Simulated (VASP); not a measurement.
Sc: single point with PBE

Sc:

```
Sc
1.0
    -1.82682    1.82682    1.82682
     1.82682   -1.82682    1.82682
     1.82682    1.82682   -1.82682
Sc
1
Direct
  0.00000 0.00000 0.00000
```

This isn't the form of Sc at room conditions, which is hcp.

* Program: VASP 6.6.1
* Task: single point
* Functional: PBE
* Potentials or basis: VASP PAW PBE potentials, release 64 (Sc_sv)
* Cutoff: 520 eV
* k mesh: 21 × 21 × 21
* Occupations: fermi-dirac, width 0.0612256 eV
* Spin: no spin polarisation

```yaml
Pressure: 1.1 GPa
Band_gap_on_the_k_mesh: zero (an odd number of electrons rules out a gap without spin polarisation)
```

Levels at points of the mesh, in eV from the Fermi level:
```
           k point  band 2  band 3  band 4  band 5  band 6  band 7  band 8  band 9
(0.00, 0.00, 0.00)  -27.97  -27.97  -27.97   -5.26    1.46    1.46    1.46    2.89
```

Wall time 74 s on 1 thread of Oxide Virtual Turin-like Processor, on a shared host, peak memory 0.16 GiB.
